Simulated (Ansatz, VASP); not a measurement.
**SiBr6: VASP beside Ansatz**

```xyz
7
Lattice="7.7037 0.0000 0.0000 0.0000 7.7037 0.0000 0.0000 0.0000 7.7037" Properties=species:S:1:pos:R:3 pbc="T T T"
Si    0.0000    0.0000    0.0000
Br    3.8519    3.8519    1.1897
Br    3.8519    3.8519    6.5140
Br    1.1897    3.8519    3.8519
Br    6.5140    3.8519    3.8519
Br    3.8519    1.1897    3.8519
Br    3.8519    6.5140    3.8519
```

Change from the starting cell: species swapped into the CaB6 type (Pm-3m, No. 221).

Alike in both runs: functional PBE; k mesh 4 × 4 × 4; occupations gaussian, width 0.1 eV; no spin polarisation.

Ansatz relaxed the structure, and its values are those at the end. VASP's run is a single point on that final structure, the one shown.

```csv
,VASP,Ansatz
version,VASP 6.6.1,Ansatz 0.2.0
potentials or method,"VASP PAW PBE potentials, release 64 (Si, Br), cutoff 520 eV","scalar-relativistic, plane waves, PAW"
valence electrons in the cell,46,46
```

```csv
,VASP,Ansatz,Ansatz less VASP
gap on the k mesh at the Fermi level (eV),none,none,-
pressure (GPa),0.0,0.0,0.00
rms of the force components (eV/Å),0.018,0.021,+0.0029
```

A gap of «none» marks a metal or a gap that the smearing closes.
